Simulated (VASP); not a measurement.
# Sb (I4/mmm) in VASP: a series of runs

Sb is run at these levels: PBEsol; tasks: single point.

Program: VASP 6.6.1. These are calculated values, not measurements. Logs are shortened: lines on timing, memory, paths and dates and some standing lists are left out, and cuts for length are marked.

## (1) The cell of the first run

Symmetry: I4/mmm, No. 139, tetragonal system. The conventional cell has a = 3.010 Å, b = 3.010 Å, c = 4.960 Å, α = 90.00°, β = 90.00°, γ = 90.00°. Sb (site symmetry 4/mmm) has 12 Sb at 3.01 to 3.27 Å within 4.0 Å.

## (2) Single point, PBEsol

File INCAR:

```
SYSTEM = Sb
  PREC = Accurate
  ENCUT = 520
  EDIFF = 1E-7
  ISMEAR = -1
  SIGMA = 0.05
  LREAL = .False.
  LASPH = .True.
  NELM = 60
  ALGO = Normal
  ISIF = 2
  LWAVE = .False.
  LCHARG = .True.
  GGA = PS
  LELF = .True.
  LVHAR = .True.
  NBANDS = 8
```

File KPOINTS:

```
Automatic mesh
0
Gamma
  19 19 19
  0 0 0
```

File POSCAR:

```
Sb
1.0
   -1.5050000000      1.5050000000      2.4800000000
    1.5050000000     -1.5050000000      2.4800000000
    1.5050000000      1.5050000000     -2.4800000000
Sb
1
Direct
    0.0000000000      0.0000000000      0.0000000000
```

Potentials or basis: VASP PAW PBE potentials, release 64 (Sb).

On the command line:

```sh
> cat potpaw_PBE.64/Sb/POTCAR > POTCAR
> mpirun -np 1 vasp_std > vasp.out
```

OUTCAR:

```text
SYSTEM = Sb
   PREC = Accurate
   ENCUT = 520
   EDIFF = 1E-7
   ISMEAR = -1
   LREAL = .False.
   LASPH = .True.
   NELM = 60
   ISIF = 2
   GGA = PS

 ion  position               nearest neighbor table
   1  0.000  0.000  0.000-

  LATTYP: Found a body centered tetragonal cell.
 ALAT       =     3.0100000000
 C/A-ratio  =     1.6478405316

  Lattice vectors:

 A1 = (  -1.5050000000,   1.5050000000,   2.4800000000)
 A2 = (   1.5050000000,  -1.5050000000,   2.4800000000)
 A3 = (   1.5050000000,   1.5050000000,  -2.4800000000)

Analysis of symmetry for initial positions (statically):
=====================================================================
 Subroutine PRICEL returns:
 Original cell was already a primitive cell.

 Routine SETGRP: Setting up the symmetry group for a
 body centered tetragonal supercell.

 Subroutine GETGRP returns: Found 16 space group operations
 (whereof 16 operations were pure point group operations)
 out of a pool of 16 trial point group operations.

The static configuration has the point symmetry D_4h.

Analysis of symmetry for dynamics (positions and initial velocities):
=====================================================================
 Subroutine PRICEL returns:
 Original cell was already a primitive cell.

 Routine SETGRP: Setting up the symmetry group for a
 body centered tetragonal supercell.

 Subroutine GETGRP returns: Found 16 space group operations
 (whereof 16 operations were pure point group operations)
 out of a pool of 16 trial point group operations.

The dynamic configuration has the point symmetry D_4h.

 Subroutine INISYM returns: Found 16 space group operations
 (whereof 16 operations are pure point group operations),
 and found     1 'primitive' translations

----------------------------------------------------------------------------------------

                                     Primitive cell

  volume of cell :      22.4690

  direct lattice vectors                    reciprocal lattice vectors
    -1.505000000  1.505000000  2.480000000     0.000000000  0.332225914  0.201612903
     1.505000000 -1.505000000  2.480000000     0.332225914  0.000000000  0.201612903
     1.505000000  1.505000000 -2.480000000     0.332225914  0.332225914  0.000000000

  length of vectors
     3.268095776  3.268095776  3.268095776     0.388615260  0.388615260  0.469838393

  position of ions in fractional coordinates (direct lattice)
     0.000000000  0.000000000  0.000000000

  ion indices of the primitive-cell ions
   primitive index   ion index
                 1           1

----------------------------------------------------------------------------------------

 KPOINTS: Automatic mesh

Automatic generation of k-mesh.
 Grid dimensions read from file:
 generate k-points for:   19   19   19

 Generating k-lattice:

  Cartesian coordinates                     Fractional coordinates (reciprocal lattice)
     0.000000000  0.017485574  0.010611205     0.052631579  0.000000000 -0.000000000
     0.017485574  0.000000000  0.010611205     0.000000000  0.052631579 -0.000000000
     0.017485574  0.017485574  0.000000000     0.000000000  0.000000000  0.052631579

  Length of vectors
     0.020453435  0.020453435  0.024728336

  Shift w.r.t. Gamma in fractional coordinates (k-lattice)
     0.000000000  0.000000000  0.000000000

 Subroutine IBZKPT returns following result:
 ===========================================

 Found    550 irreducible k-points:

 Following reciprocal coordinates:
            Coordinates               Weight
  0.000000  0.000000  0.000000      1.000000
  0.052632 -0.000000  0.000000      8.000000
  0.105263 -0.000000  0.000000      8.000000
  0.157895 -0.000000  0.000000      8.000000
  0.210526 -0.000000  0.000000      8.000000
  0.263158 -0.000000  0.000000      8.000000
[... 16 lines left out ...]
 -0.315789  0.052632 -0.000000     16.000000
 -0.263158  0.052632 -0.000000     16.000000
 [... further k-points ...]
   k-points           NKPTS =    550   k-points in BZ     NKDIM =    550   number of bands    NBANDS=      8
   number of dos      NEDOS =    301   number of ions     NIONS =      1
   total plane-waves  NPLWV =  13824
   dimension x,y,z NGX =    24 NGY =   24 NGZ =   24
   dimension x,y,z NGXF=    48 NGYF=   48 NGZF=   48
   ions per type =               1
   NGX,Y,Z   is equivalent  to a cutoff of  12.21, 12.21, 12.21 a.u.
   NGXF,Y,Z  is equivalent  to a cutoff of  24.42, 24.42, 24.42 a.u.
 SYSTEM =  Sb
   PREC   = accura    normal or accurate (medium, high low for compatibility)
   ISTART =      0    job   : 0-new  1-cont  2-samecut
   ICHARG =      2    charge: 1-file 2-atom 10-const
   ISPIN  =      1    spin polarized calculation?
   LNONCOLLINEAR =      F non collinear calculations
   LSORBIT =      F    spin-orbit coupling
   LASPH  =      T    aspherical Exc in radial PAW
   ENCUT  =  520.0 eV  38.22 Ry    6.18 a.u.   6.08  6.08  6.08*2*pi/ulx,y,z
   NELM   =     60;   NELMIN=  2; NELMDL= -5     # of ELM steps
   EDIFF  = 0.1E-06   stopping-criterion for ELM
   LREAL  =      F    real-space projection
   EDIFFG = 0.1E-05   stopping-criterion for IOM
   NSW    =      0    number of steps for IOM
   IBRION =     -1    ionic relax: 0-MD 1-quasi-New 2-CG
   NFREE  =      0    steps in history (QN), initial steepest desc. (CG)
   ISIF   =      2    stress and relaxation
   ISYM   =      2    0-nonsym 1-usesym 2-fastsym
   POTIM  = 0.5000    time-step for ionic-motion
   TEBEG  =    0.0;   TEEND  =   0.0 temperature during run
   PSTRESS=    0.0 pullay stress
   NELECT =       5.0000    total number of electrons
   NUPDOWN=      -1.0000    fix difference up-down
   EMIN   =  10.00;   EMAX   =-10.00  energy-range for DOS
   EFERMI =   0.00;   METHOD = LEGACY
   ISMEAR =    -1;   SIGMA  =   0.05  broadening in eV -4-tet -1-fermi 0-gaus
   EFERMI_NEDOS =   21; number of points for ismear=-14 and -15
   IALGO  =     38    algorithm
   IMIX   =      4    mixing-type and parameters
     AMIX     =   0.40;   BMIX     =  1.00
     AMIX_MAG =   1.60;   BMIX_MAG =  1.00
  volume/ion in A,a.u.               =      22.47       151.63
  Fermi-wavevector in a.u.,A,eV,Ry     =   0.992057  1.874716 13.390541  0.984177
  Thomas-Fermi vector in A             =   2.123842
   LORBIT       =      0    0 simple, 1 ext, 2 COOP (PROOUT), +10 PAW based schemes
   GGA     = PS    functional components
   LHFCALC =     F    Hartree Fock is set to
   AEXX    =    0.0000 exact exchange contribution
   IVDW    =     0    specifies the selected vdW correction
   LEPSILON=     F    determine dielectric tensor
   LRPA    =     F    only Hartree local field effects (RPA)
 non-spin polarized calculation
  energy-cutoff  :      520.00
  volume of cell :       22.47
 maximum number of plane-waves:       630
   NGX = 13   NGY = 13   NGZ = 13

 number of electron       5.0000000 magnetization

 Free energy of the ion-electron system (eV)
  ---------------------------------------------------
  ext. energy  EPLUGINS =         0.00000000
  ---------------------------------------------------
  free energy    TOTEN  =        -4.15420523 eV

  energy without entropy =       -4.14987239  energy(sigma->0) =       -4.15203881

 E-fermi :  10.9904     XC(G=0): -11.1289

 val. band max:       10.9898851226   @ k =   0.4737   0.3158   0.1053
 cond. band min:      10.9948326955   @ k =   0.4211   0.4211   0.0526
 fundamental gap:      0.0049475729
 Fermi energy:        10.9904455879

 k-point     1 :       0.0000    0.0000    0.0000
  band No.  band energies     occupation
      1      -3.5846      2.00000
      2      17.4409      0.00000
      3      17.7097      0.00000
      4      17.7097      0.00000
      5      21.1126      0.00000
      6      21.4084      0.00000
      7      22.1275      0.00000
      8      22.1275      0.00000

 k-point     2 :       0.0526   -0.0000    0.0000
  band No.  band energies     occupation
      1      -3.5192      2.00000
      2      16.9095      0.00000
      3      17.3234      0.00000
      4      17.6701      0.00000
      5      20.7264      0.00000
      6      21.4642      0.00000
      7      22.2534      0.00000
      8      22.4037      0.00000

 k-point     3 :       0.1053   -0.0000    0.0000
  band No.  band energies     occupation
      1      -3.3230      2.00000
      2      15.3337      0.00000
      3      16.8183      0.00000
      4      17.5682      0.00000
      5      20.2469      0.00000
      6      21.3373      0.00000
      7      22.5926      0.00000
      8      22.6084      0.00000

 k-point     4 :       0.1579   -0.0000    0.0000
  band No.  band energies     occupation
      1      -2.9964      2.00000
      2      13.4849      0.00000
      3      16.2009      0.00000
      4      17.4410      0.00000
      5      19.8123      0.00000
      6      20.9703      0.00000
      7      23.1307      0.00000
      8      23.3441      0.00000

 k-point     5 :       0.2105   -0.0000    0.0000
  band No.  band energies     occupation
      1      -2.5402      2.00000
      2      11.6045      0.00001
      3      15.5689      0.00000
      4      17.3220      0.00000
      5      19.3746      0.00000
      6      20.7373      0.00000
      7      23.6641      0.00000
      8      24.2500      0.00000
[... 177 lines left out ...]
 k-point    22 :      -0.3684    0.0526    0.0000
  band No.  band energies     occupation
      1      -0.6027      2.00000
      2       6.9216      2.00000
      3      13.9378      0.00000
      4      16.8582      0.00000
      5      18.6706      0.00000
      6      20.7506      0.00000
      7      22.3494      0.00000
      8      23.9216      0.00000

 k-point    23 :      -0.3158    0.0526   -0.0000
  band No.  band energies     occupation
      1      -1.3900      2.00000
      2       8.5508      2.00000
      3      14.3264      0.00000
      4      16.9431      0.00000
      5      18.9685      0.00000
      6      21.0974      0.00000
      7      22.4490      0.00000
      8      24.1842      0.00000

 k-point    24 :      -0.2632    0.0526   -0.0000
  band No.  band energies     occupation
      1      -2.0640      2.00000
      2      10.3025      2.00000
      3      14.8179      0.00000
      4      17.0458      0.00000
      5      19.3116      0.00000
      6      21.3147      0.00000
      7      22.8614      0.00000
      8      23.5288      0.00000

 [... further k-points ...]
[... 5 lines left out ...]
  --------------------------------------------------------------------------------------
  -------------------------------------------------------------------------------------
  Total        2.2520754      2.2520754      1.9464898      0.0000000      0.0000000      0.0000000
  in kB      160.5864311    160.5864311    138.7963463      0.0000000      0.0000000      0.0000000
  external PRESSURE =     153.3230695 kB  Pullay stress =       0.0000000 kB

 VOLUME and BASIS-vectors are now :
 -----------------------------------------------------------------------------
  energy-cutoff  :      520.00
  volume of cell :       22.47
      direct lattice vectors                 reciprocal lattice vectors
    -1.505000000  1.505000000  2.480000000     0.000000000  0.332225914  0.201612903
     1.505000000 -1.505000000  2.480000000     0.332225914  0.000000000  0.201612903
     1.505000000  1.505000000 -2.480000000     0.332225914  0.332225914  0.000000000

 POSITION                                       TOTAL-FORCE (eV/Angst)
 -----------------------------------------------------------------------------------
      0.00000      0.00000      0.00000        -0.000000     -0.000000      0.000000
 -----------------------------------------------------------------------------------
    total drift:                                0.000000     -0.000000      0.000000

  FREE ENERGIE OF THE ION-ELECTRON SYSTEM (eV)
  ---------------------------------------------------
  free  energy   TOTEN  =        -4.1542052336 eV

  energy  without entropy=       -4.1498723942  energy(sigma->0) =       -4.15203881
```

It took 22 s on 1 thread of Intel Xeon 6975P-C (Granite Rapids), shared host; peak memory 0.21 GiB.

What came out:

```yaml
Free_energy: -4.1542 eV
Pressure: 15.3 GPa
```

Stress tensor (GPa, compression positive):
```
16.06  0.00  0.00
 0.00 16.06  0.00
 0.00  0.00 13.88
```

Caveat: the PAW data sets were made with another functional, which shifts forces and pressure a little; spin-orbit coupling is left out, which moves the levels of the heavy elements.

## (3) Single point, PBEsol (volume scaled by 1.01)

File INCAR:

```
PREC = Accurate ; ENCUT = 520
EDIFF = 1E-6 ; ISMEAR = -1
SIGMA = 0.05 ; LREAL = F
LASPH = T ; NELM = 100
ALGO = Normal ; ISIF = 2
LWAVE = F ; LCHARG = F
GGA = PS ; NBANDS = 8
```

File KPOINTS:

```
Automatic mesh
0
Gamma
  19 19 19
```

File POSCAR:

```
Sb
1.0
   -1.5100000367      1.5100000367      2.4882392632
    1.5100000367     -1.5100000367      2.4882392632
    1.5100000367      1.5100000367     -2.4882392632
Sb
1
Direct
    0.0000000000      0.0000000000      0.0000000000
```

Potentials or basis: VASP PAW PBE potentials, release 64 (Sb).

On the command line:

```sh
> cat potpaw_PBE.64/Sb/POTCAR > POTCAR
> mpirun -np 1 vasp_std > vasp.out
```

Run time: 18 s. Hardware: 1 thread of Intel Xeon 6975P-C (Granite Rapids), shared host; peak memory 0.21 GiB.

The run converged. Its results:

```
Free energy : -4.1748 eV
Pressure    : 14.0 GPa
```

Stress tensor (GPa, compression positive):
```
14.69  0.00  0.00
 0.00 14.69  0.00
 0.00  0.00 12.73
```

Levels at points of the mesh, in eV from the Fermi level:
```
           k point  band 1  band 2  band 3  band 4  band 5  band 6
(0.00, 0.00, 0.00)  -14.48    6.36    6.64    6.64   10.08   10.42
```

Caveat: the PAW data sets were made with another functional, which shifts forces and pressure a little; spin-orbit coupling is left out, which moves the levels of the heavy elements.

## (4) Single point, PBEsol (zz strain of +1 %)

File INCAR:

```
ALGO = Normal
EDIFF = 1E-6
ENCUT = 520
GGA = PS
ISIF = 2
ISMEAR = -1
LASPH = True
LCHARG = False
LREAL = False
LWAVE = False
NBANDS = 8
NELM = 100
PREC = Accurate
SIGMA = 0.05
```

File KPOINTS:

```
k-points
0
Gamma
  19 19 19
```

File POSCAR:

```
Sb
1.0
   -1.5050000000      1.5050000000      2.5048000000
    1.5050000000     -1.5050000000      2.5048000000
    1.5050000000      1.5050000000     -2.5048000000
Sb
1
Direct
    0.0000000000      0.0000000000      0.0000000000
```

Potentials or basis: VASP PAW PBE potentials, release 64 (Sb).

On the command line:

```sh
> cat potpaw_PBE.64/Sb/POTCAR > POTCAR
> mpirun -np 1 vasp_std > vasp.out
```

OUTCAR:

```text
EDIFF = 1E-6
   ENCUT = 520
   GGA = PS
   ISIF = 2
   ISMEAR = -1
   LASPH = True
   LREAL = False
   NELM = 100
   PREC = Accurate

 ion  position               nearest neighbor table
   1  0.000  0.000  0.000-

  LATTYP: Found a body centered tetragonal cell.
 ALAT       =     3.0100000000
 C/A-ratio  =     1.6643189369

  Lattice vectors:

 A1 = (  -1.5050000000,   1.5050000000,   2.5048000000)
 A2 = (   1.5050000000,  -1.5050000000,   2.5048000000)
 A3 = (   1.5050000000,   1.5050000000,  -2.5048000000)

Analysis of symmetry for initial positions (statically):
[... 433 lines left out ...]
      2      10.1457      2.00000
      3      14.5568      0.00000
      4      16.8770      0.00000
      5      18.9842      0.00000
      6      21.1546      0.00000
      7      22.7621      0.00000
      8      23.3415      0.00000

 [... further k-points ...]
[... 5 lines left out ...]
  --------------------------------------------------------------------------------------
  -------------------------------------------------------------------------------------
  Total        2.1173466      2.1173466      1.7907548      0.0000000     -0.0000000      0.0000000
  in kB      149.4846162    149.4846162    126.4272377      0.0000000     -0.0000000      0.0000000
  external PRESSURE =     141.7988234 kB  Pullay stress =       0.0000000 kB

 VOLUME and BASIS-vectors are now :
 -----------------------------------------------------------------------------
  energy-cutoff  :      520.00
  volume of cell :       22.69
      direct lattice vectors                 reciprocal lattice vectors
    -1.505000000  1.505000000  2.504800000     0.000000000  0.332225914  0.199616736
     1.505000000 -1.505000000  2.504800000     0.332225914  0.000000000  0.199616736
     1.505000000  1.505000000 -2.504800000     0.332225914  0.332225914  0.000000000

 POSITION                                       TOTAL-FORCE (eV/Angst)
 -----------------------------------------------------------------------------------
      0.00000      0.00000      0.00000        -0.000000      0.000000     -0.000000
 -----------------------------------------------------------------------------------
    total drift:                                0.000000     -0.000000      0.000000

  FREE ENERGIE OF THE ION-ELECTRON SYSTEM (eV)
  ---------------------------------------------------
  free  energy   TOTEN  =        -4.1727541077 eV

  energy  without entropy=       -4.1679685523  energy(sigma->0) =       -4.17036133
```

OSZICAR:

```text
N       E                     dE             d eps       ncg     rms          rms(c)
DAV:   1     0.502318934933E+01    0.50232E+01   -0.17613E+03  9016   0.419E+02
DAV:   2    -0.409455637062E+01   -0.91177E+01   -0.87293E+01 12480   0.551E+01
DAV:   3    -0.418163102430E+01   -0.87075E-01   -0.86800E-01 10816   0.609E+00
DAV:   4    -0.418185359618E+01   -0.22257E-03   -0.22256E-03 13488   0.363E-01
DAV:   5    -0.418185402496E+01   -0.42878E-06   -0.42818E-06 11320   0.103E-02    0.235E+00
DAV:   6    -0.417615623169E+01    0.56978E-02   -0.99389E-04 11824   0.150E-01    0.138E+00
DAV:   7    -0.417276398074E+01    0.33923E-02   -0.22405E-03 10496   0.224E-01    0.296E-02
DAV:   8    -0.417275420167E+01    0.97791E-05   -0.51334E-05 12272   0.517E-02    0.761E-03
DAV:   9    -0.417275410766E+01    0.94011E-07   -0.75245E-07 11000   0.621E-03
   1 F= -.41727541E+01 E0= -.41703613E+01  d E =-.478556E-02
```

Wall time 19 s (1 thread of Intel Xeon 6975P-C (Granite Rapids), shared host); peak memory 0.21 GiB.

What came out:

| Item | Value |
| --- | --- |
| Free energy | -4.1728 eV |
| Pressure | 14.2 GPa |

Stress tensor (GPa, compression positive):
```
14.95  0.00  0.00
 0.00 14.95  0.00
 0.00  0.00 12.64
```

Caveat: the cell differs from its parent crystal (zz strain of +1 %); the PAW data sets were made with another functional, which shifts forces and pressure a little; spin-orbit coupling is left out, which moves the levels of the heavy elements.

## (5) Single point, PBEsol (equal xx and yy strain of -3 %)

File INCAR:

```
SYSTEM = Sb
PREC = Accurate
ENCUT = 520
EDIFF = 1E-7
ISMEAR = -1
SIGMA = 0.05
LREAL = .False.
LASPH = .True.
NELM = 100
ALGO = Normal
ISIF = 2
LWAVE = .False.
LCHARG = .False.
GGA = PS
NBANDS = 8
```

File KPOINTS:

```
Automatic mesh
0
Gamma
  19 19 19
  0 0 0
```

File POSCAR:

```
Sb
1.0
   -1.4598500000      1.4598500000      2.4800000000
    1.4598500000     -1.4598500000      2.4800000000
    1.4598500000      1.4598500000     -2.4800000000
Sb
1
Direct
    0.0000000000      0.0000000000      0.0000000000
```

On the command line:

```sh
> cat potpaw_PBE.64/Sb/POTCAR > POTCAR
> mpirun -np 1 vasp_std > vasp.out
```

Run time: 2.4 min. Hardware: 1 thread of AMD EPYC 7R13, shared host; peak memory 0.18 GiB.

It converged, with:

| Property | Result |
| --- | --- |
| Free energy | -3.9797 eV |
| Pressure | 25.0 GPa |

Stress tensor (GPa, compression positive):
```
26.63  0.00  0.00
 0.00 26.63  0.00
 0.00  0.00 21.79
```

Levels at points of the mesh, in eV from the Fermi level:
| k point | band 1 | band 2 | band 3 | band 4 | band 5 | band 6 | band 7 | band 8 |
| --- | --- | --- | --- | --- | --- | --- | --- | --- |
| (0.00, 0.00, 0.00) | -15.16 | 6.78 | 7.27 | 7.27 | 10.34 | 10.52 | 11.56 | 11.56 |

Caveat: the cell differs from its parent crystal (equal xx and yy strain of -3 %); the PAW data sets were made with another functional, which shifts forces and pressure a little; spin-orbit coupling is left out, which moves the levels of the heavy elements.

(Part 1 of 2 ends here.)
